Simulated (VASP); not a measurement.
Set up this calculation in VASP 6.6.1, as the native input.

```yaml
Task: single point
Functional: PBE
Potentials_or_basis: VASP PAW PBE potentials, release 64 (Ag)
Cutoff: 520 eV
k_mesh: 12 × 12 × 12
Occupations: methfessel-paxton, width 0.05 eV
Spin: no spin polarisation
Dipole_correction: no
Further_INCAR_settings: ALGO = Normal; EDIFF = 1e-07; NBANDS = 12
```

The structure of Ag lies in POSCAR:

```
Ag
1.0
    2.9357537581      0.0000000000      0.0000000000
    1.4678768790      2.5424373338      0.0000000000
    1.4678768790      0.8474791113      2.3970329059
Ag
1
Direct
    0.0000000000      0.0000000000      0.0000000000
```

The input as run:

INCAR

```
SYSTEM = Ag
ALGO = Normal
EDIFF = 1E-7
ENCUT = 520
GGA = PE
ISIF = 2
ISMEAR = 1
LASPH = .TRUE.
LCHARG = .FALSE.
LREAL = .FALSE.
LWAVE = .FALSE.
NBANDS = 12
NELM = 60
PREC = Accurate
SIGMA = 0.05
```

KPOINTS

```
k-points
0
G
  12 12 12
  0 0 0
```

Potentials or basis: VASP PAW PBE potentials, release 64 (Ag).

Run with:

```console
$ cat potpaw_PBE.64/Ag/POTCAR > POTCAR
$ mpirun -np 1 vasp_std > vasp.out
```

Results of the run:

| Property | Result |
| --- | --- |
| Pressure | -0.1 GPa |
| Band gap on the k mesh | zero (an odd number of electrons rules out a gap without spin polarisation) |

Run time: 21 s on 1 thread of AMD EPYC 7R13, with other jobs on the host, peak memory 0.12 GiB.
